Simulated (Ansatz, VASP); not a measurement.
**ZnSe in VASP and in Ansatz**

File INCAR:

```
PREC     = Accurate       # precision mode
ENCUT    = 520            # plane-wave cutoff, eV
EDIFF    = 1E-7           # SCF threshold, eV
ISMEAR   = 0              # smearing method
SIGMA    = 0.05           # smearing width, eV
LREAL    = False          # projectors in reciprocal space
LASPH    = True           # aspherical terms in the spheres
NELM     = 100            # most SCF steps
ALGO     = Normal         # electronic algorithm
ISIF     = 2              # what is computed and relaxed
LWAVE    = False          # write WAVECAR
LCHARG   = True           # write CHGCAR
GGA      = PS             # functional
LELF     = True           # ELF
LVHAR    = True         
NBANDS   = 26             # bands
```

The input KPOINTS:

```
regular mesh
0
Gamma
  8 8 6
```

Contents of POSCAR:

```
ZnSe
1.0
    4.2058644041      0.0000000000      0.0000000000
    0.0000000000      4.2058644041      0.0000000000
    0.0000000000      0.0000000000      5.7754702926
Zn Se
2 2
Direct
    0.0000000000      0.0000000000      0.0000000000
    0.5000000000      0.5000000000      0.0000000000
    0.0000000000      0.5000000000      0.2500800731
    0.5000000000      0.0000000000      0.7499199269
```

Input for Ansatz:

```yaml
crystal:
  lattice:
    - [4.2058644041, 0.0, 0.0]
    - [0.0, 4.2058644041, 0.0]
    - [0.0, 0.0, 5.7754702926]
  atoms:
    - { symbol: Zn, position: [0.0, 0.0, 0.0] }
    - { symbol: Zn, position: [0.5, 0.5, 0.0] }
    - { symbol: Se, position: [0.0, 0.5, 0.2500800731] }
    - { symbol: Se, position: [0.5, 0.0, 0.7499199269] }
basis:
  ecutwfc: 520.0
kpoints:
  mp_grid: { grid: [8, 8, 6] }
hamiltonian:
  xc: pbesol
  pseudopotentials: { kind: paw, azcp: { folder: soft_1 } }
scf:
  occupations: { method: gaussian, width: 0.05 }
output:
  forces: true
  stress: true
  eigenvalues: true
```

Alike in both runs: task single point; functional PBEsol; k mesh 8 × 8 × 6; occupations gaussian, width 0.05 eV; no spin polarisation.

```csv
,VASP,Ansatz
version,VASP 6.6.1,Ansatz 0.2.0
potentials or method,"VASP PAW PBE potentials, release 64 (Zn, Se), cutoff 520 eV","scalar-relativistic, plane waves, PAW"
valence electrons in the cell,36,56
```

|  | VASP | Ansatz | Ansatz less VASP |
| --- | --- | --- | --- |
| gap on the k mesh at the Fermi level (eV) | 1.36 | 1.37 | +0.013 |
| least direct gap on the mesh (eV) | 1.36 | 1.37 | +0.013 |
| pressure (GPa) | -3.4 | -3.6 | -0.19 |
| traceless stress, the component that is largest in VASP (GPa) | 1.53 | 1.53 | +0.004 |
| rms of the force components (eV/Å) | 0.116 | 0.133 | +0.0172 |

VASP's potentials were made for PBE, not for PBEsol, and Ansatz warns of the same on its side. Atom by atom the forces differ by 0.017 eV/Å (rms over components). VASP's potentials hold 36 valence electrons a cell and Ansatz's 56, so a difference there can come from the potentials and not from the codes.
